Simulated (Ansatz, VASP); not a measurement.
**Co in VASP and in Ansatz**

```
Co
1.0
     2.52083    0.00000    0.00000
    -1.26042    2.18311    0.00000
     0.00000    0.00000    4.07408
Co
2
Direct
  0.33333 0.66667 0.25000
  0.66667 0.33333 0.75000
```

Alike in both runs: task single point; functional LDA; k mesh 24 × 24 × 13; occupations fermi-dirac, width 0.05 eV; collinear spin.

|  | VASP | Ansatz |
| --- | --- | --- |
| version | VASP 6.6.1 | Ansatz 0.2.0 |
| potentials or method | VASP PAW LDA potentials, release 64 (Co), cutoff 520 eV | plane waves (420 eV) with PAW, scalar-relativistic |
| valence electrons in the cell | 18 | 34 |

Ansatz gave:

| Property | Result |
| --- | --- |
| pressure (GPa) | -23.5 |
| traceless stress, the component that is largest in VASP (GPa) | -0.28 |
| net moment per atom (μB) | 1.60 |
| size of the moment on the site where the two differ most (μB) | 1.66 |

Q: What did VASP give for the same quantities?

A: Pressure (GPa): -24.1; traceless stress, the component that is largest in VASP (GPa): -0.42; net moment per atom (μB): 1.58; size of the moment on the site where the two differ most (μB): 1.58.

Ansatz warns that its potentials were made for another functional, while VASP's fit it. LDA's correlation is that of Perdew and Zunger in VASP and of Perdew and Wang (1992) in Ansatz. Site moments also hang on the region over which each program counts them. VASP's potentials hold 18 valence electrons a cell and Ansatz's 34, so a difference there can come from the potentials and not from the codes.
